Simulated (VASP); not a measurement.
# WSe2 (P-6m2) in VASP: notebook

The runs below take WSe2 through single point, with PBE+D3(BJ).

All numbers are computed with VASP 6.6.1; they aren't measurements. Logs are shortened: lines on timing, memory, paths and dates and some standing lists are left out, and cuts for length are marked.

**1. The cell of the first run**

The structure is hexagonal, space group P-6m2 (No. 187). Conventional cell: a = 3.233 Å, b = 3.233 Å, c = 7.207 Å, α = 90.00°, β = 90.00°, γ = 120.00°. Within 3.6 Å of W (site symmetry -6m2) lie 6 Se at 2.73 Å and 6 W at 3.23 Å. Se (site symmetry 3m) has 3 W at 2.73 Å and 7 Se at 3.23 Å within 3.6 Å.

**2. Single point, PBE+D3(BJ) (c/a of the conventional cell at fixed volume 2.2291)**

The input, INCAR:

```
PREC     = Accurate       # precision mode
ENCUT    = 520            # plane-wave cutoff, eV
EDIFF    = 1E-7           # SCF threshold, eV
ISMEAR   = 0              # smearing method
SIGMA    = 0.05           # smearing width, eV
LREAL    = False          # projectors in reciprocal space
LASPH    = True           # aspherical terms in the spheres
NELM     = 80             # most SCF steps
ALGO     = Normal         # electronic algorithm
ISIF     = 2              # what is computed and relaxed
LWAVE    = False          # write WAVECAR
LCHARG   = False          # write CHGCAR
GGA      = PE             # functional
IVDW     = 12             # dispersion correction
NBANDS   = 20             # bands
```

The input, KPOINTS:

```
Automatic mesh
0
Gamma
  9 9 4
```

The input, POSCAR:

```
WSe2
1.0
    3.2329475091      0.0000000000      0.0000000000
   -1.6164737546      2.7998146720      0.0000000000
    0.0000000000      0.0000000000      7.2065632926
W Se
1 2
Direct
    0.0000000000      0.0000000000      0.0000000000
    0.3333333333      0.6666666667      0.2762384783
    0.3333333333      0.6666666667      0.7237615217
```

Potentials or basis: VASP PAW PBE potentials, release 64 (W_sv, Se).

Command:

```bash
cat potpaw_PBE.64/W_sv/POTCAR potpaw_PBE.64/Se/POTCAR > POTCAR
mpirun -np 1 vasp_std > vasp.out
```

OUTCAR:

```text
PREC = Accurate
   ENCUT = 520
   EDIFF = 1E-7
   ISMEAR = 0
   LREAL = False
   LASPH = True
   NELM = 80
   ISIF = 2
   GGA = PE
   IVDW = 12
 IVDW          = 12

 ion  position               nearest neighbor table
   1  0.000  0.000  0.000-   2 2.73   3 2.73   2 2.73   3 2.73   2 2.73   3 2.73
   2  0.333  0.667  0.276-   1 2.73   1 2.73   1 2.73
   3  0.333  0.667  0.724-   1 2.73   1 2.73   1 2.73

  LATTYP: Found a hexagonal cell.
 ALAT       =     3.2329475091
 C/A-ratio  =     2.2291000000

  Lattice vectors:

 A1 = (   3.2329475091,   0.0000000000,   0.0000000000)
 A2 = (  -1.6164737546,   2.7998146720,   0.0000000000)
 A3 = (   0.0000000000,   0.0000000000,   7.2065632926)

Analysis of symmetry for initial positions (statically):
=====================================================================
 Subroutine PRICEL returns:
 Original cell was already a primitive cell.

 Routine SETGRP: Setting up the symmetry group for a
 hexagonal supercell.

 Subroutine GETGRP returns: Found 12 space group operations
 (whereof 12 operations were pure point group operations)
 out of a pool of 24 trial point group operations.

The static configuration has the point symmetry D_3h.

Analysis of symmetry for dynamics (positions and initial velocities):
=====================================================================
 Subroutine PRICEL returns:
 Original cell was already a primitive cell.

 Routine SETGRP: Setting up the symmetry group for a
 hexagonal supercell.

 Subroutine GETGRP returns: Found 12 space group operations
 (whereof 12 operations were pure point group operations)
 out of a pool of 24 trial point group operations.

The dynamic configuration has the point symmetry D_3h.

 Subroutine INISYM returns: Found 12 space group operations
 (whereof 12 operations are pure point group operations),
 and found     1 'primitive' translations

----------------------------------------------------------------------------------------

                                     Primitive cell

  volume of cell :      65.2313

  direct lattice vectors                    reciprocal lattice vectors
     3.232947509  0.000000000  0.000000000     0.309315260  0.178583249  0.000000000
    -1.616473755  2.799814672  0.000000000     0.000000000  0.357166497  0.000000000
     0.000000000  0.000000000  7.206563293     0.000000000  0.000000000  0.138762397

  length of vectors
     3.232947509  3.232947509  7.206563293     0.357166497  0.357166497  0.138762397

  position of ions in fractional coordinates (direct lattice)
     0.000000000  0.000000000  0.000000000
     0.333333333  0.666666667  0.276238478
     0.333333333  0.666666667  0.723761522

  ion indices of the primitive-cell ions
   primitive index   ion index
                 1           1
                 2           2
                 3           3

----------------------------------------------------------------------------------------

 KPOINTS: Automatic mesh

Automatic generation of k-mesh.
 Grid dimensions read from file:
 generate k-points for:    9    9    4

 Generating k-lattice:

  Cartesian coordinates                     Fractional coordinates (reciprocal lattice)
     0.034368362  0.019842583  0.000000000     0.111111111 -0.000000000  0.000000000
     0.000000000  0.039685166  0.000000000     0.000000000  0.111111111  0.000000000
     0.000000000  0.000000000  0.034690599     0.000000000  0.000000000  0.250000000

  Length of vectors
     0.039685166  0.039685166  0.034690599

  Shift w.r.t. Gamma in fractional coordinates (k-lattice)
     0.000000000  0.000000000  0.000000000

 Subroutine IBZKPT returns following result:
 ===========================================

 Found     36 irreducible k-points:

 Following reciprocal coordinates:
            Coordinates               Weight
  0.000000  0.000000  0.000000      1.000000
  0.111111 -0.000000  0.000000      6.000000
  0.222222  0.000000  0.000000      6.000000
  0.333333  0.000000  0.000000      6.000000
  0.444444  0.000000  0.000000      6.000000
  0.111111  0.111111  0.000000      6.000000
[... 16 lines left out ...]
  0.333333  0.222222  0.250000     24.000000
  0.333333  0.333333  0.250000      4.000000
 [... further k-points ...]
   k-points           NKPTS =     36   k-points in BZ     NKDIM =     36   number of bands    NBANDS=     20
   number of dos      NEDOS =    301   number of ions     NIONS =      3
   total plane-waves  NPLWV =  31104
   dimension x,y,z NGX =    24 NGY =   24 NGZ =   54
   dimension x,y,z NGXF=    48 NGYF=   48 NGZF=  108
   ions per type =               1   2
   NGX,Y,Z   is equivalent  to a cutoff of  12.34, 12.34, 12.46 a.u.
   NGXF,Y,Z  is equivalent  to a cutoff of  24.68, 24.68, 24.91 a.u.
 SYSTEM =  unknown system
   PREC   = accura    normal or accurate (medium, high low for compatibility)
   ISTART =      0    job   : 0-new  1-cont  2-samecut
   ICHARG =      2    charge: 1-file 2-atom 10-const
   ISPIN  =      1    spin polarized calculation?
   LNONCOLLINEAR =      F non collinear calculations
   LSORBIT =      F    spin-orbit coupling
   LASPH  =      T    aspherical Exc in radial PAW
   ENCUT  =  520.0 eV  38.22 Ry    6.18 a.u.   6.01  6.01 13.40*2*pi/ulx,y,z
   NELM   =     80;   NELMIN=  2; NELMDL= -5     # of ELM steps
   EDIFF  = 0.1E-06   stopping-criterion for ELM
   LREAL  =      F    real-space projection
   EDIFFG = 0.1E-05   stopping-criterion for IOM
   NSW    =      0    number of steps for IOM
   IBRION =     -1    ionic relax: 0-MD 1-quasi-New 2-CG
   NFREE  =      0    steps in history (QN), initial steepest desc. (CG)
   ISIF   =      2    stress and relaxation
   ISYM   =      2    0-nonsym 1-usesym 2-fastsym
   POTIM  = 0.5000    time-step for ionic-motion
   TEBEG  =    0.0;   TEEND  =   0.0 temperature during run
   PSTRESS=    0.0 pullay stress
   NELECT =      26.0000    total number of electrons
   NUPDOWN=      -1.0000    fix difference up-down
   EMIN   =  10.00;   EMAX   =-10.00  energy-range for DOS
   EFERMI =   0.00;   METHOD = LEGACY
   ISMEAR =     0;   SIGMA  =   0.05  broadening in eV -4-tet -1-fermi 0-gaus
   EFERMI_NEDOS =   21; number of points for ismear=-14 and -15
   IALGO  =     38    algorithm
   IMIX   =      4    mixing-type and parameters
     AMIX     =   0.40;   BMIX     =  1.00
     AMIX_MAG =   1.60;   BMIX_MAG =  1.00
  volume/ion in A,a.u.               =      21.74       146.73
  Fermi-wavevector in a.u.,A,eV,Ry     =   1.204797  2.276736 19.749346  1.451536
  Thomas-Fermi vector in A             =   2.340512
   LORBIT       =      0    0 simple, 1 ext, 2 COOP (PROOUT), +10 PAW based schemes
   GGA     = PE    functional components
   LHFCALC =     F    Hartree Fock is set to
   AEXX    =    0.0000 exact exchange contribution
   IVDW    =    12    specifies the selected vdW correction
   LEPSILON=     F    determine dielectric tensor
   LRPA    =     F    only Hartree local field effects (RPA)
 non-spin polarized calculation
 Gauss-broadening in eV      SIGMA  =   0.05
  energy-cutoff  :      520.00
  volume of cell :       65.23
 maximum number of plane-waves:      1788
   NGX = 13   NGY = 13   NGZ = 27

 number of electron      26.0000001 magnetization

 Free energy of the ion-electron system (eV)
  ---------------------------------------------------
  ext. energy  EPLUGINS =         0.00000000
  ---------------------------------------------------
  free energy    TOTEN  =       -20.40778797 eV

  energy without entropy =      -20.40778797  energy(sigma->0) =      -20.40778797

 E-fermi :   5.5383     XC(G=0): -10.5112

 val. band max:        5.3436097677   @ k =   0.3333   0.3333   0.5000
 cond. band min:       5.7446350907   @ k =   0.2222   0.1111   0.0000
 fundamental gap:      0.4010253230
 Fermi energy:         5.5382873156

 k-point     1 :       0.0000    0.0000    0.0000
  band No.  band energies     occupation
      1     -68.9873      2.00000
      2     -33.2027      2.00000
      3     -32.9367      2.00000
      4     -32.9367      2.00000
      5      -9.1294      2.00000
      6      -8.1741      2.00000
[... 12 lines left out ...]
     19      13.7484      0.00000
     20      14.1860      0.00000

 k-point     2 :       0.1111   -0.0000    0.0000
  band No.  band energies     occupation
      1     -68.9858      2.00000
      2     -33.1982      2.00000
      3     -32.9655      2.00000
      4     -32.9437      2.00000
      5      -8.9504      2.00000
      6      -8.0429      2.00000
[... 12 lines left out ...]
     19      14.2057      0.00000
     20      15.0711      0.00000

 k-point     3 :       0.2222    0.0000    0.0000
  band No.  band energies     occupation
      1     -68.9823      2.00000
      2     -33.1868      2.00000
      3     -33.0379      2.00000
      4     -32.9612      2.00000
      5      -8.4486      2.00000
      6      -7.6774      2.00000
[... 12 lines left out ...]
     19      13.6372      0.00000
     20      14.4374      0.00000

 k-point     4 :       0.3333    0.0000    0.0000
  band No.  band energies     occupation
      1     -68.9782      2.00000
      2     -33.1737      2.00000
      3     -33.1191      2.00000
      4     -32.9812      2.00000
      5      -7.7532      2.00000
      6      -7.1817      2.00000
[... 12 lines left out ...]
     19      12.2548      0.00000
     20      13.2844      0.00000

 k-point     5 :       0.4444    0.0000    0.0000
  band No.  band energies     occupation
      1     -68.9756      2.00000
      2     -33.1715      2.00000
      3     -33.1652      2.00000
      4     -32.9941      2.00000
      5      -7.1738      2.00000
      6      -6.7873      2.00000
[... 12 lines left out ...]
     19      11.0160      0.00000
     20      12.7456      0.00000
[... 353 lines left out ...]
      6      -6.6719      2.00000
[... 12 lines left out ...]
     19      11.8863      0.00000
     20      13.0321      0.00000

 k-point    22 :       0.2222    0.2222    0.2500
  band No.  band energies     occupation
      1     -68.9765      2.00000
      2     -33.1680      2.00000
      3     -33.1236      2.00000
      4     -33.0215      2.00000
      5      -7.3624      2.00000
      6      -6.9875      2.00000
[... 12 lines left out ...]
     19      12.9036      0.00000
     20      13.6155      0.00000

 k-point    23 :       0.3333    0.2222    0.2500
  band No.  band energies     occupation
      1     -68.9745      2.00000
      2     -33.1615      2.00000
      3     -33.1422      2.00000
      4     -33.0533      2.00000
      5      -6.9455      2.00000
      6      -6.5969      2.00000
[... 12 lines left out ...]
     19      12.1252      0.00000
     20      13.4176      0.00000

 k-point    24 :       0.3333    0.3333    0.2500
  band No.  band energies     occupation
      1     -68.9738      2.00000
      2     -33.1593      2.00000
      3     -33.1113      2.00000
      4     -33.1020      2.00000
      5      -6.8000      2.00000
      6      -6.4491      2.00000
[... 12 lines left out ...]
     19      11.7796      0.00000
     20      13.7621      0.00000

 [... further k-points ...]

------------------------ aborting loop because EDIFF is reached ----------------------------------------

 Edisp (eV)   -1.29404

 E8    (eV) :    -0.5765

  FORCE on cell =-STRESS in cart. coord.  units (eV):
  Direction    XX          YY          ZZ          XY          YZ          ZX
  --------------------------------------------------------------------------------------
  -------------------------------------------------------------------------------------
  Total      -2.66272    -2.66272   -12.39816     0.00000     0.00000     0.00000
  in kB     -65.40023   -65.40023  -304.51700     0.00000     0.00000     0.00000
  external pressure =     -145.11 kB  Pullay stress =        0.00 kB

 VOLUME and BASIS-vectors are now :
 -----------------------------------------------------------------------------
  energy-cutoff  :      520.00
  volume of cell :       65.23
      direct lattice vectors                 reciprocal lattice vectors
     3.232947509  0.000000000  0.000000000     0.309315260  0.178583249  0.000000000
    -1.616473755  2.799814672  0.000000000     0.000000000  0.357166497  0.000000000
     0.000000000  0.000000000  7.206563293     0.000000000  0.000000000  0.138762397

 POSITION                                       TOTAL-FORCE (eV/Angst)
 -----------------------------------------------------------------------------------
      0.00000      0.00000      0.00000         0.000000     -0.000000      0.000000
     -0.00000      1.86654      1.99073        -0.000000      0.000000     -3.536671
     -0.00000      1.86654      5.21583        -0.000000      0.000000      3.536671
 -----------------------------------------------------------------------------------
    total drift:                                0.000000     -0.000000     -0.000000

  FREE ENERGIE OF THE ION-ELECTRON SYSTEM (eV)
  ---------------------------------------------------
  free  energy   TOTEN  =       -21.7018304944 eV

  energy  without entropy=      -21.7018304943  energy(sigma->0) =      -21.70183049
```

Wall time 16 s (1 thread of Intel Xeon 6975P-C (Granite Rapids), shared host); peak memory 0.21 GiB.

Results:

```yaml
Free_energy: -21.7018 eV
Pressure: -14.5 GPa
Largest_force: 3.537 eV/Å
Band_gap_on_the_k_mesh: 0.40 eV, indirect (least direct gap 0.96 eV)
Dispersion_energy_per_atom: -0.431 eV
```

Forces in eV/Å, atoms in the order of the input:
```
W    0.000  0.000  0.000
Se   0.000  0.000 -3.537
Se   0.000  0.000  3.537
```

Levels at points of the mesh, in eV from the valence-band top:
```csv
k point,band 10,band 11,band 12,band 13,band 14,band 15,band 16,band 17
"(0.00, 0.00, 0.00)",-1.12,-1.12,-0.03,-0.03,2.45,2.45,2.95,2.95
"(0.00, 0.00, 0.50)",-1.10,-0.75,-0.10,-0.10,2.72,2.72,2.73,2.73
```

Caveat: spin-orbit coupling is left out, which moves the levels of the heavy elements; forces of over 1 eV/Å act on the atoms, so gaps and moduli don't describe the material at rest. A k mesh can miss the band edges.

(Continued in part 2 of 2.)
